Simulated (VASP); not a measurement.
Here is a VASP 6.6.1 calculation.

The input INCAR:

```
  PREC = Accurate
  ENCUT = 500
  EDIFF = 1E-6
  ISMEAR = -1
  SIGMA = 0.1
  LREAL = False
  LASPH = True
  NELM = 120
  ALGO = Normal
  ISIF = 2
  LWAVE = False
  LCHARG = False
  GGA = PS
  NBANDS = 14
  GGA_COMPAT = False
```

KPOINTS

```
Automatic mesh
0
Gamma
  8 8 8
```

The input POSCAR:

```
ZrH2
1.0
    3.4071590000      0.0000000000      0.0000000000
    1.7035795000      2.9506862487      0.0000000000
    1.7035795000      0.9835620829      2.7819336742
Zr H
1 2
Direct
    0.0000000000      0.0000000000      0.0000000000
    0.7500000000      0.7500000000      0.7500000000
    0.2500000000      0.2500000000      0.2500000000
```

Potentials or basis: VASP PAW PBE potentials, release 64 (Zr_sv, H).

The run is started by

```sh
$ cat potpaw_PBE.64/Zr_sv/POTCAR potpaw_PBE.64/H/POTCAR > POTCAR
$ mpirun -np 1 vasp_std > vasp.out
```

(1) Estimate the pressure.

(2) What does it give for the band gap on the k mesh?

Answers

(1) -4.5 GPa.

(2) zero (bands 7 and 8 overlap by 0.42 eV).

Caveat: the cell stands under tension; the PAW data sets were made with another functional, which shifts forces and pressure a little.
